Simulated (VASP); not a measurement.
Input of a VASP 6.6.1 run:

File INCAR:

```
SYSTEM = Li4Mg5Cl14
ALGO = Normal ; EDIFF = 1E-6
ENCUT = 520 ; GGA = PE
ISIF = 2 ; ISMEAR = -1
ISYM = 0 ; LASPH = .True.
LCHARG = .False. ; LREAL = Auto
LWAVE = .False. ; NBANDS = 77
NELM = 100 ; PREC = Accurate
SIGMA = 0.1379
```

KPOINTS

```
k-points
0
Gamma
  1 1 1
  0 0 0
```

File POSCAR:

```
Li4Mg5Cl14
1.0
    8.3069090000     -0.1152490000     -0.0233070000
   -0.1152490000      8.4640910000      0.3031410000
   -0.0233070000      0.3031410000      8.2260140000
Mg Cl Li
5 14 4
Direct
    0.4803671166      0.7345753659      0.5537327077
    0.0577812854      0.2059961916      0.4626946680
    0.9915507537      0.7324254320      0.3878054299
    0.6700831413      0.9478076994      0.0903928992
    0.4656995024      0.3593810357      0.3502416762
    0.2939332413      0.2347891691      0.5966649800
    0.6311245007      0.2861648972      0.1349627299
    0.2093882011      0.3064517285      0.1084428166
    0.9167293635      0.8955113888      0.0756686037
    0.5525190381      0.5178411258      0.6918392899
    0.0453206963      0.7744953829      0.6580032546
    0.9065070735      0.4038951481      0.3495196800
    0.9390606777      0.1901140118      0.7841054411
    0.2807180939      0.6025626602      0.4158371538
    0.7849501315      1.0711390901      0.4276227414
    0.6982817755      0.7135164154      0.3462956389
    0.5724432024     -0.0458151266      0.7554270364
    0.8143913886      0.5587606986     -0.0978442605
    0.4024856345      0.9132179204      0.0956831509
    0.6556263629      0.2641485124      0.7757190104
   -0.1271617952      0.3644150759      0.0967119785
    0.0872553178      0.0181772570      0.9011058561
    0.0788011660      0.4434113624      0.7829578767
```

Potentials or basis: VASP PAW PBE potentials, release 64 (Mg, Cl, Li_sv).

Launch:

```bash
$ cat potpaw_PBE.64/Mg/POTCAR potpaw_PBE.64/Cl/POTCAR potpaw_PBE.64/Li_sv/POTCAR > POTCAR
$ mpirun -np 1 vasp_gam > vasp.out
```

Q: What does it give for the band gap on the k mesh?

A: 1.88 eV.

Q: Estimate the largest force.

A: 2.749 eV/Å.

Forces in eV/Å, atoms in the order of the input:
```
Mg   0.895  1.569  0.268
Mg  -1.428 -0.659 -0.253
Mg  -0.611 -0.459 -0.129
Mg  -2.200  0.348  0.319
Mg  -0.680  0.192 -0.249
Cl   0.734 -0.205 -0.551
Cl  -1.520 -0.676 -0.260
Cl   0.020 -0.063  0.630
Cl   2.638 -0.649  0.420
Cl  -0.500 -1.532 -0.289
Cl   0.437  0.305 -0.335
Cl   0.686  1.982  1.101
Cl  -0.266  0.900 -0.639
Cl  -0.403 -0.042 -0.928
Cl   0.920 -0.473 -0.026
Cl  -0.657 -0.081 -0.023
Cl  -0.040 -0.190 -0.439
Cl   1.511 -0.514  0.706
Cl  -0.897 -0.076  0.681
Li   0.024  0.021  0.034
Li   0.876  0.385 -0.765
Li   0.899 -0.472  0.231
Li  -0.437  0.388  0.496
```

Caveat: the k points lie up to 0.77 Å⁻¹ apart.
